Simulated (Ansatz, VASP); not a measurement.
Bi in VASP and in Ansatz

INCAR

```
SYSTEM = Bi
  PREC = Accurate
  ENCUT = 520
  EDIFF = 1E-6
  ISMEAR = 0
  SIGMA = 0.15
  LREAL = .False.
  LASPH = .True.
  NELM = 60
  ALGO = Fast
  ISIF = 2
  LWAVE = .False.
  LCHARG = .True.
  GGA = CA
  LELF = .True.
  LVHAR = .True.
  NBANDS = 14
```

The input KPOINTS:

```
Automatic mesh
0
Gamma
  18 18 18
  0 0 0
```

POSCAR

```
Bi
1.0
   -1.6842159520      2.2786451116      1.9814305318
    1.6842159520     -2.2786451116      1.9814305318
    1.6842159520      2.2786451116     -1.9814305318
Bi
1
Direct
    0.0000000000      0.0000000000      0.0000000000
```

Input for Ansatz:

```yaml
crystal:
  lattice:
    - [-1.684215952, 2.2786451116, 1.9814305318]
    - [1.684215952, -2.2786451116, 1.9814305318]
    - [1.684215952, 2.2786451116, -1.9814305318]
  atoms:
    - { symbol: Bi, position: [0.0, 0.0, 0.0] }
basis:
  ecutwfc: 420
kpoints:
  mp_grid: { grid: [18, 18, 18] }
hamiltonian:
  xc: lda
scf:
  occupations: { method: gaussian, width: 0.15 }
output:
  forces: true
  stress: true
  eigenvalues: true
```

Change from the starting cell: strain -0.1500 x Voigt [1, -1, 0, 0, 0, 0], atoms carried along.

Alike in both runs: task single point; functional LDA; k mesh 18 × 18 × 18; occupations gaussian, width 0.15 eV; no spin polarisation.

```csv
,VASP,Ansatz
version,VASP 6.6.1,Ansatz 0.2.0
potentials or method,"VASP PAW LDA potentials, release 64 (Bi_d), cutoff 520 eV","scalar-relativistic, plane waves, PAW"
valence electrons in the cell,15,15
```

|  | VASP | Ansatz | Ansatz less VASP |
| --- | --- | --- | --- |
| gap on the k mesh at the Fermi level (eV) | none | none | - |
| pressure (GPa) | -1.1 | -1.2 | -0.09 |
| traceless stress, the component that is largest in VASP (GPa) | -1.12 | -1.12 | +0.005 |

LDA's correlation is that of Perdew and Zunger in VASP and of Perdew and Wang (1992) in Ansatz. A gap of «none» marks a metal or a gap that the smearing closes.

Neither program's run includes spin-orbit coupling.
